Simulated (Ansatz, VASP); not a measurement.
# Cd4SbO: VASP beside Ansatz

```
Cd Sb O
1.0
     0.00000    4.03735    4.03735
     4.03735    0.00000    4.03735
     4.03735    4.03735    0.00000
Cd Sb O
4 1 1
Direct
  0.12576 0.12576 0.12576
  0.12576 0.12576 0.62271
  0.12576 0.62271 0.12576
  0.62271 0.12576 0.12576
  0.75000 0.75000 0.75000
  0.50000 0.50000 0.50000
```

Alike in both runs: functional PBE; k mesh 4 × 4 × 4; occupations gaussian, width 0.1 eV; no spin polarisation.

Ansatz relaxed the structure, and its values are those at the end. VASP's run is a single point on that final structure, the one shown.

|  | VASP | Ansatz |
| --- | --- | --- |
| version | VASP 6.6.1 | Ansatz 0.2.0 |
| potentials or method | VASP PAW PBE potentials, release 64 (Cd, Sb, O), cutoff 520 eV | scalar-relativistic, plane waves, PAW |
| valence electrons in the cell | 59 | 101 |

|  | VASP | Ansatz | Ansatz less VASP |
| --- | --- | --- | --- |
| gap on the k mesh at the Fermi level (eV) | none | none | - |
| pressure (GPa) | 0.1 | -0.2 | -0.29 |
| rms of the force components (eV/Å) | 0.003 | 0.000 | -0.0030 |

A gap of «none» marks a metal or a gap that the smearing closes. With one functional, cell and mesh, what is left measures potentials, basis and numerics. VASP's potentials hold 59 valence electrons a cell and Ansatz's 101, so a difference there can come from the potentials and not from the codes.

Neither program's run includes spin-orbit coupling.
